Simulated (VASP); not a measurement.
InSb:

```
CELL_PARAMETERS angstrom
0.00000 2.93128 2.93128
2.93128 0.00000 2.93128
2.93128 2.93128 0.00000
ATOMIC_POSITIONS crystal
In 0.00000 0.00000 0.00000
Sb 0.25000 0.25000 0.25000
```

| Property | Result |
| --- | --- |
| Program | VASP 6.6.1 |
| Task | relaxation of cell and atoms |
| Functional | PBE |
| Potentials or basis | VASP PAW PBE potentials, release 64 (In_d, Sb) |
| Cutoff | 600 eV |
| k mesh | 6 × 6 × 6 |
| Occupations | gaussian, width 0.1 eV |
| Spin | no spin polarisation |

At the start: pressure 33.2 GPa; volume 25.19 Å³/atom.

Problem. How do energy, volume and symmetry change on relaxing?

Solution. Over 3 steps the energy falls by 824.5 meV/atom and the volume is 36.57 Å³/atom (+45.2 %); space group F-43m (No. 216, to 0.05 Å).

The path:
| step | energy change (eV) | largest force (eV/Å) | pressure (GPa) | volume (Å³) |
| --- | --- | --- | --- | --- |
| 1 | 0.0000 | 0.0000 | 33.23 | 50.37 |
| 2 | -1.0786 | 0.0000 | -5.26 | 98.87 |
| 3 | -1.6491 | 0.0000 | -0.01 | 73.15 |

Final structure:
```yaml
crystal:
  lattice:
    - [0.00000, 3.31941, 3.31941]
    - [3.31941, 0.00000, 3.31941]
    - [3.31941, 3.31941, 0.00000]
  atoms:
    - { symbol: In, position: [0.00000, 0.00000, 0.00000] }
    - { symbol: Sb, position: [0.25000, 0.25000, 0.25000] }
```

Caveat: the volume moved by over 15 % at a fixed basis, so the end points are rough.
